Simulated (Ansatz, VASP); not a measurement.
One calculation of SbMo, two programs

The input INCAR:

```
SYSTEM = SbMo
PREC = Accurate
ENCUT = 520
EDIFF = 1E-6
ISMEAR = 0
SIGMA = 0.05
LREAL = .FALSE.
LASPH = .TRUE.
NELM = 80
ALGO = Normal
ISIF = 2
LWAVE = .FALSE.
LCHARG = .FALSE.
GGA = PE
NBANDS = 16
```

File KPOINTS:

```
regular mesh
0
G
  10 10 10
  0 0 0
```

The input POSCAR:

```
SbMo
1.0
    0.0000000000      2.7601270029      2.7601270029
    2.7601270029      0.0000000000      2.7601270029
    2.7601270029      2.7601270029      0.0000000000
Mo Sb
1 1
Direct
    0.5000000000      0.5000000000      0.5000000000
    0.0000000000      0.0000000000      0.0000000000
```

Input for Ansatz:

```yaml
crystal:
  lattice:
    - [0.0, 2.7601270029, 2.7601270029]
    - [2.7601270029, 0.0, 2.7601270029]
    - [2.7601270029, 2.7601270029, 0.0]
  atoms:
    - { symbol: Mo, position: [0.5, 0.5, 0.5] }
    - { symbol: Sb, position: [0.0, 0.0, 0.0] }
basis:
  ecutwfc: 420
  ecutrho_ratio: 4
kpoints:
  mp_grid: { grid: [10, 10, 10] }
hamiltonian:
  xc: pbe
scf:
  occupations: { method: gaussian, width: 0.05 }
output:
  forces: true
  stress: true
  eigenvalues: true
```

Alike in both runs: task single point; functional PBE; k mesh 10 × 10 × 10; occupations gaussian, width 0.05 eV; no spin polarisation.

```csv
,VASP,Ansatz
version,VASP 6.6.1,Ansatz 0.2.0
potentials or method,"VASP PAW PBE potentials, release 64 (Mo_sv, Sb), cutoff 520 eV","scalar-relativistic, plane waves, PAW"
valence electrons in the cell,19,29
```

VASP gave:

```
gap on the k mesh at the Fermi level (eV) : none
pressure (GPa)                            : -0.1
```

Task: Which values does Ansatz return?

Result: gap on the k mesh at the Fermi level (eV): none; pressure (GPa): 0.0.

A gap of «none» marks a metal or a gap that the smearing closes. VASP's potentials hold 19 valence electrons a cell and Ansatz's 29, so a difference there can come from the potentials and not from the codes.

Spin-orbit coupling is off throughout.
